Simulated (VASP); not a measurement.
Input of a VASP 6.6.1 run:

File INCAR:

```
ALGO     = Normal         # electronic algorithm
EDIFF    = 1E-7           # SCF threshold, eV
ENCUT    = 520            # plane-wave cutoff, eV
ISIF     = 2              # what is computed and relaxed
ISMEAR   = 0              # smearing method
LASPH    = True           # aspherical terms in the spheres
LCHARG   = False          # write CHGCAR
LREAL    = False          # projectors in reciprocal space
LWAVE    = False          # write WAVECAR
NBANDS   = 54             # bands
NELM     = 80             # most SCF steps
PREC     = Accurate       # precision mode
SIGMA    = 0.01           # smearing width, eV
```

Contents of KPOINTS:

```
k-points
0
Gamma
  3 3 3
```

POSCAR

```
K2CuBiCl6
1.0
    7.4007310000      0.0000000000      0.0000000000
    3.7003655000      6.4092210526      0.0000000000
    3.7003655000      2.1364070175      6.0426715579
K Cu Bi Cl
2 1 1 6
Direct
    0.7500000000      0.7500000000      0.7500000000
    0.2500000000      0.2500000000      0.2500000000
    0.5000000000      0.5000000000      0.5000000000
    0.0000000000      0.0000000000      0.0000000000
    0.7394230000      0.2605770000      0.2605770000
    0.2605770000      0.2605770000      0.7394230000
    0.2605770000      0.7394230000      0.7394230000
    0.2605770000      0.7394230000      0.2605770000
    0.7394230000      0.2605770000      0.7394230000
    0.7394230000      0.7394230000      0.2605770000
```

Potentials or basis: VASP PAW LDA potentials, release 64 (K_sv, Cu, Bi_d, Cl).

Command:

```console
$ cat potpaw_LDA.64/K_sv/POTCAR potpaw_LDA.64/Cu/POTCAR potpaw_LDA.64/Bi_d/POTCAR potpaw_LDA.64/Cl/POTCAR > POTCAR
$ mpirun -np 1 vasp_std > vasp.out
```

Question: What does it give for the largest force?

Answer: 0.124 eV/Å.

Question: Estimate the pressure.

Answer: -3.4 GPa.

Question: What does it give for the band gap on the k mesh?

Answer: 1.41 eV, indirect (least direct gap 1.86 eV).

Forces on the atoms (eV/Å):
```
K    0.000  0.000  0.000
K    0.000  0.000  0.000
Cu   0.000  0.000  0.000
Bi   0.000  0.000  0.000
Cl   0.000  0.101  0.072
Cl   0.088  0.051 -0.072
Cl   0.000 -0.101 -0.072
Cl   0.088 -0.051  0.072
Cl  -0.088  0.051 -0.072
Cl  -0.088 -0.051  0.072
```

Caveat: spin-orbit coupling is left out, which moves the levels of the heavy elements. As with any semilocal functional, this LDA gap is likely too small.
